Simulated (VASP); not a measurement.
# Ta (Im-3m) in VASP: further runs, part 2 of 2

VASP 6.6.1.

### 4 Single point, LDA (volume scaled by 1.04)

Contents of INCAR:

```
  ALGO = Normal
  EDIFF = 1E-6
  ENCUT = 520
  ISIF = 2
  ISMEAR = -1
  LASPH = T
  LCHARG = F
  LREAL = F
  LWAVE = F
  NBANDS = 12
  NELM = 100
  PREC = Accurate
  SIGMA = 0.05
```

Contents of KPOINTS:

```
k-points
0
Gamma
  11 11 11
```

Contents of POSCAR:

```
Ta
1.0
   -1.6730098603      1.6730098603      1.6730098603
    1.6730098603     -1.6730098603      1.6730098603
    1.6730098603      1.6730098603     -1.6730098603
Ta
1
Direct
    0.0000000000      0.0000000000      0.0000000000
```

Potentials or basis: VASP PAW LDA potentials, release 64 (Ta_pv).

Command:

```bash
$ cat potpaw_LDA.64/Ta_pv/POTCAR > POTCAR
$ mpirun -np 1 vasp_std > vasp.out
```

OUTCAR:

```text
EDIFF = 1E-6
   ENCUT = 520
   ISIF = 2
   ISMEAR = -1
   LASPH = T
   LREAL = F
   NELM = 100
   PREC = Accurate

 ion  position               nearest neighbor table
   1  0.000  0.000  0.000-

  LATTYP: Found a body centered cubic cell.
 ALAT       =     3.3460197206

  Lattice vectors:

 A1 = (  -1.6730098603,   1.6730098603,   1.6730098603)
 A2 = (   1.6730098603,  -1.6730098603,   1.6730098603)
 A3 = (   1.6730098603,   1.6730098603,  -1.6730098603)

Analysis of symmetry for initial positions (statically):
=====================================================================
 Subroutine PRICEL returns:
 Original cell was already a primitive cell.

 Routine SETGRP: Setting up the symmetry group for a
 body centered cubic supercell.

 Subroutine GETGRP returns: Found 48 space group operations
 (whereof 48 operations were pure point group operations)
 out of a pool of 48 trial point group operations.

The static configuration has the point symmetry O_h .

Analysis of symmetry for dynamics (positions and initial velocities):
=====================================================================
 Subroutine PRICEL returns:
 Original cell was already a primitive cell.

 Routine SETGRP: Setting up the symmetry group for a
 body centered cubic supercell.

 Subroutine GETGRP returns: Found 48 space group operations
 (whereof 48 operations were pure point group operations)
 out of a pool of 48 trial point group operations.

The dynamic configuration has the point symmetry O_h .

 Subroutine INISYM returns: Found 48 space group operations
 (whereof 48 operations are pure point group operations),
 and found     1 'primitive' translations

----------------------------------------------------------------------------------------

                                     Primitive cell

  volume of cell :      18.7308

  direct lattice vectors                    reciprocal lattice vectors
    -1.673009860  1.673009860  1.673009860     0.000000000  0.298862554  0.298862554
[... 111 lines left out ...]
   AEXX    =    0.0000 exact exchange contribution
   IVDW    =     0    specifies the selected vdW correction
   LEPSILON=     F    determine dielectric tensor
   LRPA    =     F    only Hartree local field effects (RPA)
 non-spin polarized calculation
  energy-cutoff  :      520.00
  volume of cell :       18.73
 maximum number of plane-waves:       531
 NGX is ok and might be reduce to    24
   NGX = 11   NGY = 11   NGZ = 11

 number of electron      10.9999999 magnetization

 Free energy of the ion-electron system (eV)
  ---------------------------------------------------
  ext. energy  EPLUGINS =         0.00000000
  ---------------------------------------------------
  free energy    TOTEN  =       -12.76428602 eV

  energy without entropy =      -12.75534388  energy(sigma->0) =      -12.75981495

 E-fermi :   5.0783     XC(G=0): -12.5980

 val. band max:        5.0076523078   @ k =  -0.4545   0.4545   0.1818
 cond. band min:       5.1134138554   @ k =   0.3636   0.1818   0.0909
 fundamental gap:      0.1057615477
 Fermi energy:         5.0783460224

 k-point     1 :       0.0000    0.0000    0.0000
  band No.  band energies     occupation
      1     -27.9707      2.00000
      2     -27.9707      2.00000
      3     -27.9707      2.00000
      4      -2.6133      2.00000
      5       5.7490      0.00000
      6       5.7490      0.00000
      7       5.7490      0.00000
      8       8.8668      0.00000
      9       8.8668      0.00000
     10      18.6344      0.00000
     11      19.9756      0.00000
     12      19.9756      0.00000
[... 331 lines left out ...]
 k-point    24 :       0.3636    0.1818    0.0909
  band No.  band energies     occupation
      1     -28.8371      2.00000
      2     -28.4491      2.00000
      3     -28.1419      2.00000
      4       2.3619      2.00000
      5       3.5691      2.00000
      6       5.1134      0.66302
      7       9.2416      0.00000
      8       9.7771      0.00000
      9      13.6657      0.00000
     10      14.7655      0.00000
     11      18.1551      0.00000
     12      18.6394      0.00000

 [... further k-points ...]

------------------------ aborting loop because EDIFF is reached ----------------------------------------

  FORCE on cell =-STRESS in cart. coord.  units (eV):
  Direction    XX          YY          ZZ          XY          YZ          ZX
  --------------------------------------------------------------------------------------
  -------------------------------------------------------------------------------------
  Total       -1.8046466     -1.8046466     -1.8046466     -0.0000000      0.0000000     -0.0000000
  in kB     -154.3644357   -154.3644357   -154.3644357     -0.0000000      0.0000000     -0.0000000
  external PRESSURE =    -154.3644357 kB  Pullay stress =       0.0000000 kB

 VOLUME and BASIS-vectors are now :
 -----------------------------------------------------------------------------
  energy-cutoff  :      520.00
  volume of cell :       18.73
      direct lattice vectors                 reciprocal lattice vectors
    -1.673009860  1.673009860  1.673009860     0.000000000  0.298862554  0.298862554
     1.673009860 -1.673009860  1.673009860     0.298862554  0.000000000  0.298862554
     1.673009860  1.673009860 -1.673009860     0.298862554  0.298862554  0.000000000

 POSITION                                       TOTAL-FORCE (eV/Angst)
 -----------------------------------------------------------------------------------
      0.00000      0.00000      0.00000        -0.000000      0.000000     -0.000000
 -----------------------------------------------------------------------------------
    total drift:                               -0.000000      0.000000      0.000000

  FREE ENERGIE OF THE ION-ELECTRON SYSTEM (eV)
  ---------------------------------------------------
  free  energy   TOTEN  =       -12.7642860224 eV

  energy  without entropy=      -12.7553438766  energy(sigma->0) =      -12.75981495
```

stdout:

```text
POSCAR found type information on POSCAR Ta
 POSCAR found :  1 types and       1 ions
 scaLAPACK will be used
 LDA part: xc-table for (Slater(with rela. corr.)+CA(PZ))
 , standard interpolation
 POSCAR, INCAR and KPOINTS ok, starting setup
 FFT: planning ... GRIDC
 FFT: planning ... GRID_SOFT
 FFT: planning ... GRID
 WAVECAR not read
 entering main loop
```

It took 7.6 s on 1 thread of AMD EPYC 7R43 (Zen 3), shared host; peak memory 0.1 GiB.

What came out:

```
Free energy : -12.7643 eV
Pressure    : -15.4 GPa
```

Levels at points of the mesh, in eV from the Fermi level:
```tsv
k point	band 3	band 4	band 5	band 6	band 7	band 8
(0.00, 0.00, 0.00)	-33.05	-7.69	0.67	0.67	0.67	3.79
```

Caveat: spin-orbit coupling is left out, which moves the levels of the heavy elements.

### 5 The runs side by side

| cell | gap on the mesh (eV) | pressure (GPa) |
| --- | --- | --- |
| a = 2.860 Å, angles 109.5°, 1 atom | none | -8.6 |
| a = 2.879 Å, angles 109.5°, 1 atom | none | -12.2 |
| a = 2.898 Å, angles 109.5°, 1 atom | none | -15.4 |

Alike in all rows: task single point; level LDA; potentials or basis VASP PAW LDA potentials, release 64 (Ta_pv); no spin polarisation; k mesh 11 × 11 × 11; cutoff (eV) 520; smearing fermi-dirac 0.05 eV.

Caveats: spin-orbit coupling is left out, which moves the levels of the heavy elements.

Absolute energies hang on the potentials; compare differences alone.
